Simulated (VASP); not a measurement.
MgO:

```xyz
2
Lattice="0.0507 2.1529 2.1529 2.1529 0.0507 2.1529 2.1529 2.1529 0.0507" Properties=species:S:1:pos:R:3 pbc="T T T"
Mg    0.0000    0.0000    0.0000
O     2.1783    2.1783    2.1783
```

This cell differs from its parent crystal: strain along [111] +3.6%.

Base run:

* Program: VASP 6.6.1
* Functional: r2SCAN
* Potentials or basis: VASP PAW PBE potentials, release 64 (Mg, O)
* Cutoff: 520 eV
* k mesh: 10 × 10 × 10
* Occupations: gaussian, width 0.01 eV
* Spin: no spin polarisation

Its results: band gap on the k mesh 5.19 eV, direct; pressure -6.6 GPa.

Q: The run is repeated on the same cell with these changes: potentials or basis from VASP PAW PBE potentials, release 64 (Mg, O) to VASP PAW PBE potentials, release 64 (Mg_sv, O); cutoff from 520 eV to 660 eV; further incar settings from ALGO = Normal; EDIFF = 1e-06; NBANDS = 11 to ALGO = Normal; EDIFF = 1e-06; NBANDS = 15; valence electrons from 8 to 16. What comes out?

A: Band gap on the k mesh 5.24 eV, direct; pressure -5.7 GPa.

Caveats: the PAW data sets were made with another functional, which shifts forces and pressure a little.

